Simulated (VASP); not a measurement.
Input of a VASP 6.6.1 run:

Contents of INCAR:

```
SYSTEM = Ti
ALGO = Normal ; EDIFF = 1E-6
ENCUT = 520 ; GGA = PS
ISIF = 2 ; ISMEAR = 0
LASPH = .True. ; LCHARG = .True.
LELF = .True. ; LREAL = .False.
LVHAR = .True. ; LWAVE = .False.
NBANDS = 12 ; NELM = 60
PREC = Accurate ; SIGMA = 0.15
```

File KPOINTS:

```
k-points
0
Gamma
  20 20 20
  0 0 0
```

POSCAR

```
Ti
1.0
    0.0000000000      2.0300000000      1.9285000000
    2.0300000000      0.0000000000      1.9285000000
    2.0300000000      2.0300000000      0.0000000000
Ti
1
Direct
    0.0000000000      0.0000000000      0.0000000000
```

Potentials or basis: VASP PAW PBE potentials, release 64 (Ti_sv).

Run with:

```bash
$ cat potpaw_PBE.64/Ti_sv/POTCAR > POTCAR
$ mpirun -np 1 vasp_std > vasp.out
```

Problem. Estimate the band gap on the k mesh.

Solution. Zero (band 6 reaches 9.91 eV, above the bottom of band 7 at 8.55 eV).

Problem. Predict the pressure.

Solution. 5.7 GPa.

Stress tensor (GPa, compression positive):
```
5.10 0.00 0.00
0.00 5.10 0.00
0.00 0.00 6.81
```

Caveat: the cell differs from its parent crystal (strain +0.000 along x and y, -0.050 along z); the PAW data sets were made with another functional, which shifts forces and pressure a little.
